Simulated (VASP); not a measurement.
# Cr (I4/mmm) in VASP: single point with BLYP

Aim: the single point of Cr with BLYP.

Everything below comes from runs of VASP 6.6.1. Logs are shortened: lines on timing, memory, paths and dates and some standing lists are left out, and cuts for length are marked.

### 1 The cell of the first run

The structure is tetragonal, space group I4/mmm (No. 139). Conventional cell: a = 2.384 Å, b = 2.384 Å, c = 4.302 Å, α = 90.00°, β = 90.00°, γ = 90.00°. Cr (site symmetry 4/mmm) has 12 Cr at 2.38 to 2.73 Å within 3.1 Å.

### 2 Single point, BLYP, collinear spin, antiferromagnetic start

INCAR reads:

```
  AGGAC = 1.0
  AGGAX = 1.0
  ALDAC = 0.0
  ALDAX = 1.0
  ALGO = Normal
  EDIFF = 1E-6
  ENCUT = 520
  GGA = B5
  ISIF = 2
  ISMEAR = -1
  ISPIN = 2
  LASPH = T
  LCHARG = F
  LMAXMIX = 4
  LORBIT = 11
  LREAL = F
  LWAVE = F
  MAGMOM = 1.5 -1.5
  NBANDS = 23
  NELM = 150
  PREC = Accurate
  SIGMA = 0.05
```

KPOINTS reads:

```
k-points
0
Gamma
  21 21 12
```

POSCAR reads:

```
Cr
1.0
    2.3840054719      0.0000000000      0.0000000000
    0.0000000000      2.3840054719      0.0000000000
    0.0000000000      0.0000000000      4.3015153311
Cr
2
Direct
    0.0000000000      0.0000000000      0.0000000000
    0.5000000000      0.5000000000      0.5000000000
```

Potentials or basis: VASP PAW PBE potentials, release 64 (Cr_pv).

Command:

```sh
$ cat potpaw_PBE.64/Cr_pv/POTCAR > POTCAR
$ mpirun -np 1 vasp_std > vasp.out
```

OUTCAR:

```text
EDIFF = 1E-6
   ENCUT = 520
   GGA = B5
   ISIF = 2
   ISMEAR = -1
   ISPIN = 2
   LASPH = T
   LORBIT = 11
   LREAL = F
   NELM = 150
   PREC = Accurate

 ion  position               nearest neighbor table
   1  0.000  0.000  0.000-   2 2.73   2 2.73   2 2.73   2 2.73   2 2.73   2 2.73   2 2.73   2 2.73

   2  0.500  0.500  0.500-   1 2.73   1 2.73   1 2.73   1 2.73   1 2.73   1 2.73   1 2.73   1 2.73

  LATTYP: Found a simple tetragonal cell.
 ALAT       =     2.3840054719
 C/A-ratio  =     1.8043227592

  Lattice vectors:

 A1 = (   2.3840054719,   0.0000000000,   0.0000000000)
 A2 = (   0.0000000000,   2.3840054719,   0.0000000000)
 A3 = (   0.0000000000,   0.0000000000,   4.3015153311)

Analysis of symmetry for initial positions (statically):
=====================================================================
 Subroutine PRICEL returns following result:

  LATTYP: Found a body centered tetragonal cell.
 ALAT       =     2.3840054719
 C/A-ratio  =     1.8043227592

  Lattice vectors:

 A1 = (   1.1920027360,  -1.1920027360,  -2.1507576655)
 A2 = (  -1.1920027360,   1.1920027360,  -2.1507576656)
 A3 = (   1.1920027360,   1.1920027360,   2.1507576656)

   2 primitive cells build up your supercell.

 Routine SETGRP: Setting up the symmetry group for a
 simple tetragonal supercell.

 Subroutine GETGRP returns: Found 16 space group operations
 (whereof 16 operations were pure point group operations)
 out of a pool of 16 trial point group operations.

The static configuration has the point symmetry D_4h.

Analysis of symmetry for dynamics (positions and initial velocities):
=====================================================================
 Subroutine PRICEL returns following result:

  LATTYP: Found a body centered tetragonal cell.
 ALAT       =     2.3840054719
 C/A-ratio  =     1.8043227592

  Lattice vectors:

 A1 = (   1.1920027360,  -1.1920027360,  -2.1507576655)
 A2 = (  -1.1920027360,   1.1920027360,  -2.1507576656)
 A3 = (   1.1920027360,   1.1920027360,   2.1507576656)

   2 primitive cells build up your supercell.

 Routine SETGRP: Setting up the symmetry group for a
 simple tetragonal supercell.

 Subroutine GETGRP returns: Found 16 space group operations
 (whereof 16 operations were pure point group operations)
 out of a pool of 16 trial point group operations.

The dynamic configuration has the point symmetry D_4h.

Analysis of structural, dynamic, and magnetic symmetry:
=====================================================================
 Subroutine PRICEL returns following result:

  LATTYP: Found a body centered tetragonal cell.
 ALAT       =     2.3840054719
 C/A-ratio  =     1.8043227592

  Lattice vectors:

 A1 = (   1.1920027360,  -1.1920027360,  -2.1507576655)
 A2 = (  -1.1920027360,   1.1920027360,  -2.1507576656)
 A3 = (   1.1920027360,   1.1920027360,   2.1507576656)

   2 primitive cells build up your supercell.

 Routine SETGRP: Setting up the symmetry group for a
 simple tetragonal supercell.

 Subroutine GETGRP returns: Found 16 space group operations
 (whereof 16 operations were pure point group operations)
 out of a pool of 16 trial point group operations.

The overall configuration has the point symmetry D_4h.

 Subroutine INISYM returns: Found 16 space group operations
 (whereof 16 operations are pure point group operations),
 and found     2 'primitive' translations

----------------------------------------------------------------------------------------

                                     Primitive cell

  volume of cell :      12.2238

  direct lattice vectors                    reciprocal lattice vectors
     1.192002736 -1.192002736 -2.150757666     0.419462124  0.000000000 -0.232476214
    -1.192002736  1.192002736 -2.150757666     0.000000000  0.419462124 -0.232476214
     1.192002736  1.192002736  2.150757666     0.419462124  0.419462124  0.000000000

  length of vectors
     2.732672608  2.732672608  2.732672608     0.479576547  0.479576547  0.593209025

  position of ions in fractional coordinates (direct lattice)
     0.000000000  0.000000000  0.000000000

  ion indices of the primitive-cell ions
   primitive index   ion index
                 1           1

----------------------------------------------------------------------------------------

 KPOINTS: k-points

Automatic generation of k-mesh.
 Grid dimensions read from file:
 generate k-points for:   21   21   12

 Generating k-lattice:

  Cartesian coordinates                     Fractional coordinates (reciprocal lattice)
     0.019974387  0.000000000  0.000000000     0.047619048  0.000000000  0.000000000
     0.000000000  0.019974387  0.000000000     0.000000000  0.047619048  0.000000000
     0.000000000  0.000000000  0.019373018     0.000000000  0.000000000  0.083333333

  Length of vectors
     0.019974387  0.019974387  0.019373018

  Shift w.r.t. Gamma in fractional coordinates (k-lattice)
     0.000000000  0.000000000  0.000000000

 Subroutine IBZKPT returns following result:
 ===========================================

 Found    462 irreducible k-points:

 Following reciprocal coordinates:
            Coordinates               Weight
  0.000000  0.000000  0.000000      1.000000
  0.047619  0.000000  0.000000      4.000000
  0.095238  0.000000  0.000000      4.000000
  0.142857  0.000000  0.000000      4.000000
  0.190476  0.000000  0.000000      4.000000
  0.238095  0.000000  0.000000      4.000000
[... 16 lines left out ...]
  0.142857  0.095238  0.000000      8.000000
  0.190476  0.095238  0.000000      8.000000
 [... further k-points ...]
   k-points           NKPTS =    462   k-points in BZ     NKDIM =    462   number of bands    NBANDS=     23
   number of dos      NEDOS =    301   number of ions     NIONS =      2
   total plane-waves  NPLWV =  10368
   dimension x,y,z NGX =    18 NGY =   18 NGZ =   32
   dimension x,y,z NGXF=    36 NGYF=   36 NGZF=   64
   ions per type =               2
   NGX,Y,Z   is equivalent  to a cutoff of  12.55, 12.55, 12.37 a.u.
   NGXF,Y,Z  is equivalent  to a cutoff of  25.10, 25.10, 24.73 a.u.
 SYSTEM =  unknown system
   PREC   = accura    normal or accurate (medium, high low for compatibility)
   ISTART =      0    job   : 0-new  1-cont  2-samecut
   ICHARG =      2    charge: 1-file 2-atom 10-const
   ISPIN  =      2    spin polarized calculation?
   LNONCOLLINEAR =      F non collinear calculations
   LSORBIT =      F    spin-orbit coupling
   LASPH  =      T    aspherical Exc in radial PAW
   ENCUT  =  520.0 eV  38.22 Ry    6.18 a.u.   4.43  4.43  8.00*2*pi/ulx,y,z
   NELM   =    150;   NELMIN=  2; NELMDL= -5     # of ELM steps
   EDIFF  = 0.1E-05   stopping-criterion for ELM
   LREAL  =      F    real-space projection
   EDIFFG = 0.1E-04   stopping-criterion for IOM
   NSW    =      0    number of steps for IOM
   IBRION =     -1    ionic relax: 0-MD 1-quasi-New 2-CG
   NFREE  =      0    steps in history (QN), initial steepest desc. (CG)
   ISIF   =      2    stress and relaxation
   ISYM   =      2    0-nonsym 1-usesym 2-fastsym
   POTIM  = 0.5000    time-step for ionic-motion
   TEBEG  =    0.0;   TEEND  =   0.0 temperature during run
   PSTRESS=    0.0 pullay stress
   NELECT =      24.0000    total number of electrons
   NUPDOWN=      -1.0000    fix difference up-down
   EMIN   =  10.00;   EMAX   =-10.00  energy-range for DOS
   EFERMI =   0.00;   METHOD = LEGACY
   ISMEAR =    -1;   SIGMA  =   0.05  broadening in eV -4-tet -1-fermi 0-gaus
   EFERMI_NEDOS =   21; number of points for ismear=-14 and -15
   IALGO  =     38    algorithm
   IMIX   =      4    mixing-type and parameters
     AMIX     =   0.40;   BMIX     =  1.00
     AMIX_MAG =   1.60;   BMIX_MAG =  1.00
  volume/ion in A,a.u.               =      12.22        82.49
  Fermi-wavevector in a.u.,A,eV,Ry     =   1.627046  3.074672 36.018428  2.647280
  Thomas-Fermi vector in A             =   2.719906
   LORBIT       =     11    0 simple, 1 ext, 2 COOP (PROOUT), +10 PAW based schemes
   GGA     = B5    functional components
   LHFCALC =     F    Hartree Fock is set to
   AEXX    =    0.0000 exact exchange contribution
   IVDW    =     0    specifies the selected vdW correction
   LEPSILON=     F    determine dielectric tensor
   LRPA    =     F    only Hartree local field effects (RPA)
 spin polarized calculation
  energy-cutoff  :      520.00
  volume of cell :       24.45
 maximum number of plane-waves:       678
 NGX is ok and might be reduce to    18
   NGX =  9   NGY =  9   NGZ = 15

 number of electron      24.0000028 magnetization       0.0000000

 number of electron      24.0000028 magnetization      -0.0000000

 Free energy of the ion-electron system (eV)
  ---------------------------------------------------
  ext. energy  EPLUGINS =         0.00000000
  ---------------------------------------------------
  free energy    TOTEN  =       -16.18393414 eV

  energy without entropy =      -16.16444815  energy(sigma->0) =      -16.17419115

 E-fermi :  10.7148     XC(G=0): -12.7545

 val. band max:       10.7089048360   @ k =   0.4286   0.3333   0.2500
 cond. band min:      10.7170514813   @ k =   0.2857   0.2381   0.1667
 fundamental gap:      0.0081466454
 Fermi energy:        10.7147636116

 spin component 1

 k-point     1 :       0.0000    0.0000    0.0000
  band No.  band energies     occupation
      1     -32.6126      1.00000
      2     -32.0537      1.00000
      3     -31.9233      1.00000
      4     -31.9232      1.00000
      5     -31.8178      1.00000
      6     -31.8178      1.00000
[... 15 lines left out ...]
     22      29.1906      0.00000
     23      29.1906      0.00000

 k-point     2 :       0.0476    0.0000    0.0000
  band No.  band energies     occupation
      1     -32.6073      1.00000
      2     -32.0546      1.00000
      3     -31.9422      1.00000
      4     -31.9210      1.00000
      5     -31.8382      1.00000
      6     -31.8167      1.00000
[... 15 lines left out ...]
     22      28.5912      0.00000
     23      29.3035      0.00000
[... 544 lines left out ...]
     22      25.9491      0.00000
     23      28.0569      0.00000

 k-point    24 :       0.1905    0.0952    0.0000
  band No.  band energies     occupation
      1     -32.5143      1.00000
      2     -32.1811      1.00000
      3     -32.1023      1.00000
      4     -32.0717      1.00000
      5     -31.9629      1.00000
      6     -31.8778      1.00000
[... 15 lines left out ...]
     22      24.3400      0.00000
     23      28.5938      0.00000

 [... further k-points ...]

 spin component 2

 k-point     1 :       0.0000    0.0000    0.0000
  band No.  band energies     occupation
      1     -32.6126      1.00000
      2     -32.0537      1.00000
      3     -31.9233      1.00000
      4     -31.9232      1.00000
      5     -31.8178      1.00000
      6     -31.8178      1.00000
[... 15 lines left out ...]
     22      29.1906      0.00000
     23      29.1906      0.00000

 k-point     2 :       0.0476    0.0000    0.0000
  band No.  band energies     occupation
      1     -32.6073      1.00000
      2     -32.0546      1.00000
      3     -31.9422      1.00000
      4     -31.9210      1.00000
      5     -31.8382      1.00000
      6     -31.8167      1.00000
[... 15 lines left out ...]
     22      28.5912      0.00000
     23      29.3035      0.00000
[... 544 lines left out ...]
     22      25.9491      0.00000
     23      28.0569      0.00000

 k-point    24 :       0.1905    0.0952    0.0000
  band No.  band energies     occupation
      1     -32.5143      1.00000
      2     -32.1811      1.00000
      3     -32.1023      1.00000
      4     -32.0717      1.00000
      5     -31.9629      1.00000
      6     -31.8778      1.00000
[... 15 lines left out ...]
     22      24.3400      0.00000
     23      28.5938      0.00000

 [... further k-points ...]

------------------------ aborting loop because EDIFF is reached ----------------------------------------

  FORCE on cell =-STRESS in cart. coord.  units (eV):
  Direction    XX          YY          ZZ          XY          YZ          ZX
  --------------------------------------------------------------------------------------
  -------------------------------------------------------------------------------------
  Total       -0.1216716     -0.1216716      0.1336074      0.0000000      0.0000000      0.0000000
  in kB       -7.9737728     -7.9737728      8.7559884      0.0000000      0.0000000      0.0000000
  external PRESSURE =      -2.3971857 kB  Pullay stress =       0.0000000 kB

 VOLUME and BASIS-vectors are now :
 -----------------------------------------------------------------------------
  energy-cutoff  :      520.00
  volume of cell :       24.45
      direct lattice vectors                 reciprocal lattice vectors
     2.384005472  0.000000000  0.000000000     0.419462124  0.000000000  0.000000000
     0.000000000  2.384005472  0.000000000     0.000000000  0.419462124  0.000000000
     0.000000000  0.000000000  4.301515331     0.000000000  0.000000000  0.232476214

 POSITION                                       TOTAL-FORCE (eV/Angst)
 -----------------------------------------------------------------------------------
      0.00000      0.00000      0.00000        -0.000000     -0.000000      0.000000
      1.19200      1.19200      2.15076         0.000000      0.000000     -0.000000
 -----------------------------------------------------------------------------------
    total drift:                                0.000000     -0.000000     -0.000000

  FREE ENERGIE OF THE ION-ELECTRON SYSTEM (eV)
  ---------------------------------------------------
  free  energy   TOTEN  =       -16.1839341411 eV

  energy  without entropy=      -16.1644481538  energy(sigma->0) =      -16.17419115

 total charge

# of ion       s       p       d       tot
------------------------------------------
    1        0.393   6.354   4.250  10.997
    2        0.393   6.354   4.250  10.997
--------------------------------------------------
tot          0.785  12.709   8.500  21.994

 magnetization (x)

# of ion       s       p       d       tot
------------------------------------------
    1        0.000   0.000   0.000   0.000
    2       -0.000  -0.000  -0.000  -0.000
--------------------------------------------------
tot          0.000   0.000   0.000   0.000
```

It took 2.7 min on 1 thread of AMD EPYC 9R45 (Zen 5), shared host; peak memory 0.39 GiB.

Results:

```yaml
Free_energy: -16.1839 eV
Pressure: -0.2 GPa
Band_gap_on_the_k_mesh: zero (filled and empty bands overlap)
Net_moment: 0.00 μB per cell
Valence_electrons_inside_the_program's_atomic_spheres: Cr 11.00
```

Stress tensor (GPa, compression positive):
```
-0.80  0.00  0.00
 0.00 -0.80  0.00
 0.00  0.00  0.88
```

Caveat: an empty level that is flat over the whole mesh can mark a ghost state of the potentials, or a narrow d or f band; the PAW data sets were made with another functional, which shifts forces and pressure a little.
